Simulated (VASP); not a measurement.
Si3N4, 14 atoms in the cell. The structure is cubic, space group Fd-3m (No. 227). The conventional cell has a = 7.789 Å, b = 7.789 Å, c = 7.789 Å, α = 90.00°, β = 90.00°, γ = 90.00°. Si (site symmetry -3m) has 6 N at 1.89 Å within 2.5 Å. Si (site symmetry -43m) has 4 N at 1.79 Å within 2.4 Å. Within 2.4 Å of N (site symmetry 3m) lie 4 Si at 1.79 to 1.89 Å. 

```yaml
Program: VASP 6.6.1
Task: single point
Functional: PBE
Potentials_or_basis: VASP PAW PBE potentials, release 64 (Si, N)
Cutoff: 520 eV
k_mesh: 6 × 6 × 6
Occupations: gaussian, width 0.02 eV
Spin: no spin polarisation
Dipole_correction: no
Further_INCAR_settings: ALGO = Normal; EDIFF = 1e-07; NBANDS = 45
```

Potentials or basis: VASP PAW PBE potentials, release 64 (Si, N).

Command:

```console
$ cat potpaw_PBE.64/Si/POTCAR potpaw_PBE.64/N/POTCAR > POTCAR
$ mpirun -np 1 vasp_std > vasp.out
```

Hardware: 1 thread of Intel Xeon 8259CL (shared host).

**Question.** How long does it take, and how much memory?

**Answer.** Run time: 2.3 min on 1 thread of Intel Xeon 8259CL, on a shared host, peak memory 0.27 GiB. Counts: scf iterations 14, k points 16.
